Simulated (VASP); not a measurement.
Input of a VASP 6.6.1 run:

File POSCAR:

```
MgS
1.0
    0.0000000000      2.6015177399      2.7433004567
    2.6015177399      0.0000000000      2.7433004567
    2.6015177399      2.6015177399      0.0000000000
Mg S
1 1
Direct
    0.0000000000      0.0000000000      0.0000000000
    0.5000000000      0.5000000000      0.5000000000
```

File INCAR.step1:

```
PREC = Accurate
ENCUT = 520
ISMEAR = 0
SIGMA = 0.01
LREAL = F
LASPH = T
NELM = 60
NBANDS = 11
GGA = PE
ALGO = Normal
EDIFF = 1E-4
LWAVE = T
LCHARG = F
```

INCAR.step2

```
PREC = Accurate
ENCUT = 520
EDIFF = 1E-6
ISMEAR = 0
SIGMA = 0.01
LREAL = F
LASPH = T
NELM = 60
ALGO = Normal
ISIF = 2
LWAVE = F
LCHARG = F
METAGGA = R2SCAN
LMIXTAU = T
NBANDS = 11
ISTART = 1
```

Contents of KPOINTS:

```
Automatic mesh
0
Gamma
  8 8 8
```

Potentials or basis: VASP PAW PBE potentials, release 64 (Mg, S).

Command:

```console
$ cat potpaw_PBE.64/Mg/POTCAR potpaw_PBE.64/S/POTCAR > POTCAR
$ cp INCAR.step1 INCAR
$ mpirun -np 1 vasp_std > vasp.out
$ cp INCAR.step2 INCAR
$ mpirun -np 1 vasp_std > vasp.out
```

Q: What does it give for the band gap on the k mesh?

A: 3.12 eV (least direct gap 4.05 eV).

Q: Estimate the pressure.

A: -3.8 GPa.

Stress tensor (GPa, compression positive):
```
-2.60  0.00  0.00
 0.00 -2.60  0.00
 0.00  0.00 -6.31
```

Caveat: the cell differs from its parent crystal (uniaxial z strain +5.5%); the cell stands under tension; the PAW data sets were made with another functional, which shifts forces and pressure a little. A k mesh can miss the band edges.
